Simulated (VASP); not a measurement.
Set up this calculation in VASP 6.6.1, as the native input.

```
Task                   : single point
Functional             : PBE
Potentials or basis    : VASP PAW PBE potentials, release 64 (Al, N)
Cutoff                 : 520 eV
k mesh                 : 9 × 9 × 1
Occupations            : gaussian, width 0.1 eV
Spin                   : no spin polarisation
Dipole correction      : yes
Further INCAR settings : ALGO = Normal; EDIFF = 1e-07; NBANDS = 24
```

The structure of Al8N lies in POSCAR:

```
Al8N
1.0
    2.8543223330      0.0000000000      0.0000000000
   -1.4271611665      2.4719156510      0.0000000000
    0.0000000000      0.0000000000     33.4760593533
Al N
8 1
Direct
    0.3333333333      0.6666666667      0.1194883770
    0.0000000000      0.0000000000      0.1895622803
    0.6666666667      0.3333333333      0.2596361837
    0.0000000000      0.0000000000      0.3297100869
    0.3333333333      0.6666666667      0.3992195594
    0.0000000000      0.0000000000      0.4696536480
    0.6666666667      0.3333333333      0.5400996810
    0.0000000000      0.0000000000      0.6116627748
    0.5555555556     -0.5555555556      0.6394438224
```

One way to write it, as run:

INCAR

```
SYSTEM = Al8N
ALGO     = Normal         ! electronic algorithm
DIPOL    = 0.5 0.5 0.395
EDIFF    = 1E-7           ! SCF threshold, eV
ENCUT    = 520            ! plane-wave cutoff, eV
GGA      = PE             ! functional
IDIPOL   = 3            
ISIF     = 2              ! what is computed and relaxed
ISMEAR   = 0              ! smearing method
LASPH    = .True.         ! aspherical terms in the spheres
LCHARG   = .False.        ! write CHGCAR
LDIPOL   = .True.       
LREAL    = .False.        ! projectors in reciprocal space
LWAVE    = .False.        ! write WAVECAR
NBANDS   = 24             ! bands
NELM     = 100            ! most SCF steps
PREC     = Accurate       ! precision mode
SIGMA    = 0.1            ! smearing width, eV
```

KPOINTS

```
k-points
0
Gamma
  9 9 1
  0 0 0
```

Potentials or basis: VASP PAW PBE potentials, release 64 (Al, N).

The run is started by

```sh
$ cat potpaw_PBE.64/Al/POTCAR potpaw_PBE.64/N/POTCAR > POTCAR
$ mpirun -np 1 vasp_std > vasp.out
```

Results of the run:

* Largest force: 1.600 eV/Å

Run time: 10 min on 1 thread of Intel(R) Xeon(R) Platinum 8259CL CPU @ 2.50GHz (Skylake/Cascade Lake) (shared host), peak memory 0.43 GiB.
